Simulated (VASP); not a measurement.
# Si8C6N (a cell with a defect) in VASP: single point with PBE

Aim: the single point of Si8C6N (a cell with a defect) with PBE.

Everything below comes from runs of VASP 6.6.1. Logs are shortened: lines on timing, memory, paths and dates and some standing lists are left out, and cuts for length are marked.

### Step 1. The cell of the first run

The cell holds a defect, 15 atoms: a = 6.152 Å, b = 5.328 Å, c = 5.048 Å, α = 90.00°, β = 90.00°, γ = 90.00°.

### Step 2. Single point, PBE, collinear spin, ferromagnetic start

The input, INCAR:

```
PREC = Accurate ; ENCUT = 520
EDIFF = 1E-7 ; ISMEAR = 0
SIGMA = 0.02 ; LREAL = Auto
LASPH = T ; NELM = 150
ALGO = Normal ; ISIF = 2
LWAVE = F ; LCHARG = T
ISPIN = 2 ; MAGMOM = 0 0 0 0 0 0 0 0 1 0 0 0 0 0 0
LORBIT = 11 ; GGA = PE
LELF = T ; LVHAR = T
NBANDS = 48
```

The input, KPOINTS:

```
regular mesh
0
Gamma
  2 2 2
```

The input, POSCAR:

```
Si8C6N
1.0
   -3.0759998770     -5.3277880710      0.0000000000
    4.6139999385     -2.6638941065      0.0000000000
    0.0000000000      0.0000000000      5.0480000000
Si N C
8 1 6
Direct
    0.5000000000      0.3158601838      0.0206259044
    0.5000000000      0.6556845346      0.5182392985
    0.2505599702      0.8316158728      0.0051764549
    0.2674091560      0.1811552238      0.4928599719
    0.0000000000      0.3294616132     -0.0040610080
    0.0000000000      0.6752867104      0.5068445764
    0.7494400298      0.8316158728      0.0051764549
    0.7325908440      0.1811552238      0.4928599719
    0.0000000000      0.3430669325      0.3695466103
    0.5000000000      0.6611121249      0.8954074394
    0.2500941186      0.8365488945      0.3834147229
    0.2461993285      0.1630955977      0.8725613095
    0.0000000000      0.6613636531      0.8803722604
    0.7499058814      0.8365488945      0.3834147229
    0.7538006715      0.1630955977      0.8725613095
```

Potentials or basis: VASP PAW PBE potentials, release 64 (Si, N, C).

On the command line:

```sh
$ cat potpaw_PBE.64/Si/POTCAR potpaw_PBE.64/N/POTCAR potpaw_PBE.64/C/POTCAR > POTCAR
$ mpirun -np 1 vasp_std > vasp.out
```

OUTCAR:

```text
PREC = Accurate
   ENCUT = 520
   EDIFF = 1E-7
   ISMEAR = 0
   LREAL = Auto
   LASPH = T
   NELM = 150
   ISIF = 2
   ISPIN = 2
   LORBIT = 11
   GGA = PE

 ion  position               nearest neighbor table
   1  0.500  0.316  0.021-  12 1.91  15 1.91  10 1.95   4 2.87   8 2.87   3 3.00   7 3.00   5 3.08
                             5 3.08   2 3.10   4 3.11   8 3.11   2 3.12   7 3.15   3 3.15
   2  0.500  0.656  0.518-  10 1.90  14 1.94  11 1.94   4 2.91   8 2.91   7 3.05   3 3.05   6 3.08
                             6 3.08   1 3.10   1 3.12   8 3.15   4 3.15
   3  0.251  0.832  0.005-  10 1.87  12 1.89  13 1.90  11 1.91   1 3.00   2 3.05   6 3.07   5 3.07
                             7 3.07   6 3.08   7 3.08   5 3.09   4 3.09   1 3.15
   4  0.267  0.181  0.493-  11 1.92  12 1.92   9 1.96   8 2.86   1 2.87   2 2.91   3 3.09   5 3.10
                             6 3.11   1 3.11   5 3.13   2 3.15
   5  0.000  0.329  0.996-  13 1.86  15 1.86  12 1.86   9 1.89   7 3.07   3 3.07   1 3.08   1 3.08
                             6 3.08   3 3.09   7 3.09   8 3.10   4 3.10   8 3.13   4 3.13
   6  0.000  0.675  0.507-  11 1.87  14 1.87  13 1.89   9 1.90   3 3.07   7 3.07   2 3.08   2 3.08
                             3 3.08   7 3.08   5 3.08   8 3.11   4 3.11
   7  0.749  0.832  0.005-  10 1.87  15 1.89  13 1.90  14 1.91   1 3.00   2 3.05   6 3.07   5 3.07
                             3 3.07   6 3.08   3 3.08   5 3.09   8 3.09   1 3.15
   8  0.733  0.181  0.493-  14 1.92  15 1.92   9 1.96   4 2.86   1 2.87   2 2.91   7 3.09   5 3.10
                             6 3.11   1 3.11   5 3.13   2 3.15
   9  0.000  0.343  0.370-   5 1.89   6 1.90   8 1.96   4 1.96
  10  0.500  0.661  0.895-   7 1.87   3 1.87   2 1.90   1 1.95
  11  0.250  0.837  0.383-   6 1.87   3 1.91   4 1.92   2 1.94
  12  0.246  0.163  0.873-   5 1.86   3 1.89   1 1.91   4 1.92
  13  0.000  0.661  0.880-   5 1.86   6 1.89   3 1.90   7 1.90
  14  0.750  0.837  0.383-   6 1.87   7 1.91   8 1.92   2 1.94
  15  0.754  0.163  0.873-   5 1.86   7 1.89   1 1.91   8 1.92

  LATTYP: Found a simple orthorhombic cell.
 ALAT       =     5.0480000000
 B/A-ratio  =     1.0554255573
 C/A-ratio  =     1.2187004267

  Lattice vectors:

 A1 = (   0.0000000000,   0.0000000000,  -5.0480000000)
 A2 = (   4.6139999385,  -2.6638941065,   0.0000000000)
 A3 = (  -3.0759998770,  -5.3277880710,   0.0000000000)

Analysis of symmetry for initial positions (statically):
=====================================================================
 Subroutine PRICEL returns:
 Original cell was already a primitive cell.

 Routine SETGRP: Setting up the symmetry group for a
 simple orthorhombic supercell.

 Subroutine GETGRP returns: Found  2 space group operations
[... 568 lines left out ...]
      6      -3.1880      1.00000
[... 349 lines left out ...]
     41      14.3633      0.00000
     42      14.7358      0.00000
 [bands above 42 left out]

------------------------ aborting loop because EDIFF is reached ----------------------------------------

  FORCE on cell =-STRESS in cart. coord.  units (eV):
  Direction    XX          YY          ZZ          XY          YZ          ZX
  --------------------------------------------------------------------------------------
  -------------------------------------------------------------------------------------
  Total       -3.3214787     -2.9783816     -0.0610507      0.2971308     -1.6363684      2.8342733
  in kB      -32.1632146    -28.8408670     -0.5911785      2.8772374    -15.8456136     27.4454086
  external PRESSURE =     -20.5317533 kB  Pullay stress =       0.0000000 kB

 VOLUME and BASIS-vectors are now :
 -----------------------------------------------------------------------------
  energy-cutoff  :      520.00
  volume of cell :      165.46
      direct lattice vectors                 reciprocal lattice vectors
    -3.075999877 -5.327788071  0.000000000    -0.081274386 -0.140771365  0.000000000
     4.613999939 -2.663894106  0.000000000     0.162548767 -0.093847574  0.000000000
     0.000000000  0.000000000  5.048000000     0.000000000  0.000000000  0.198098257

 POSITION                                       TOTAL-FORCE (eV/Angst)
 -----------------------------------------------------------------------------------
     -0.08062     -3.50531      0.10412         0.001884     -0.001088     -0.003432
      1.48733     -4.41057      2.61607        -0.003519      0.002032     -0.001957
      3.06635     -3.55027      0.02613        -0.002063     -0.000781     -0.002502
      0.01330     -1.90728      2.48796         0.002203      0.001632     -0.000166
      1.52014     -0.87765      5.02750         0.003550     -0.002049     -0.009083
      3.11577     -1.79889      2.55855         0.013644     -0.007877      0.006358
      1.53180     -6.20819      0.02613        -0.000355      0.002177     -0.002502
     -1.41760     -4.38567      2.48796        -0.000311     -0.002724     -0.000166
      1.58291     -0.91389      1.86547         0.000398     -0.000230     -0.003632
      1.51237     -4.42503      4.52002         0.004455     -0.002572      0.010326
      3.09055     -3.56093      1.93548        -0.006764      0.006078     -0.015990
     -0.00479     -1.74617      4.40469        -0.002997     -0.001173      0.018841
      3.05153     -1.76180      4.44412        -0.000996      0.000575      0.001053
      1.55313     -6.22382      1.93548        -0.008646      0.002819     -0.015990
     -1.56617     -4.45056      4.40469        -0.000483      0.003182      0.018841
 -----------------------------------------------------------------------------------
    total drift:                                0.004828     -0.002787      0.007965

  FREE ENERGIE OF THE ION-ELECTRON SYSTEM (eV)
  ---------------------------------------------------
  free  energy   TOTEN  =      -106.7137423550 eV

  energy  without entropy=     -106.7137423550  energy(sigma->0) =     -106.71374236

 total charge

# of ion       s       p       d       tot
------------------------------------------
    1        0.733   0.885   0.000   1.618
    2        0.732   0.888   0.000   1.621
    3        0.708   0.961   0.000   1.670
    4        0.740   0.821   0.000   1.561
    5        0.707   0.944   0.000   1.651
    6        0.713   0.927   0.000   1.640
    7        0.708   0.961   0.000   1.670
    8        0.740   0.821   0.000   1.561
    9        1.244   2.520   0.000   3.763
   10        0.843   1.679   0.000   2.522
   11        0.842   1.657   0.000   2.499
   12        0.843   1.675   0.000   2.518
   13        0.835   1.714   0.000   2.550
   14        0.842   1.657   0.000   2.499
   15        0.843   1.675   0.000   2.518
--------------------------------------------------
tot         12.073  19.787   0.000  31.861

 magnetization (x)

# of ion       s       p       d       tot
------------------------------------------
    1        0.001   0.009   0.000   0.010
    2        0.002   0.018   0.000   0.020
    3        0.001   0.001   0.000   0.001
    4        0.013   0.013   0.000   0.026
    5        0.001   0.001   0.000   0.002
    6        0.001   0.001   0.000   0.002
    7        0.001   0.001   0.000   0.001
    8        0.013   0.013   0.000   0.026
    9        0.001   0.004   0.000   0.005
   10        0.003  -0.000   0.000   0.003
   11        0.001  -0.000   0.000   0.001
   12        0.001  -0.002   0.000  -0.000
   13       -0.000  -0.001   0.000  -0.001
   14        0.001  -0.000   0.000   0.001
   15        0.001  -0.002   0.000  -0.000
--------------------------------------------------
tot          0.041   0.055   0.000   0.096
```

Run time: 2.5 min. Hardware: 1 thread of Intel Xeon Platinum 8559C (Emerald Rapids), shared host; peak memory 0.35 GiB.

What came out:

```
Free energy                                           : -106.7137 eV
Pressure                                              : -2.1 GPa
Largest force                                         : 0.019 eV/Å
Net moment                                            : 0.25 μB per cell
Site moments                                          : Si +0.01, +0.02, +0.00, +0.03; N +0.01; C +0.00, -0.00 μB
Valence electrons inside the program's atomic spheres : Si 1.62, 1.67, 1.56, 1.65, 1.64; N 3.76; C 2.52, 2.50, 2.55
```

Forces on the atoms (eV/Å):
```
Si   0.002 -0.001 -0.003
Si  -0.004  0.002 -0.002
Si  -0.002 -0.001 -0.003
Si   0.002  0.002  0.000
Si   0.004 -0.002 -0.009
Si   0.014 -0.008  0.006
Si   0.000  0.002 -0.003
Si   0.000 -0.003  0.000
N    0.000  0.000 -0.004
C    0.004 -0.003  0.010
C   -0.007  0.006 -0.016
C   -0.003 -0.001  0.019
C   -0.001  0.001  0.001
C   -0.009  0.003 -0.016
C    0.000  0.003  0.019
```

Caveat: the k points lie up to 0.62 Å⁻¹ apart.
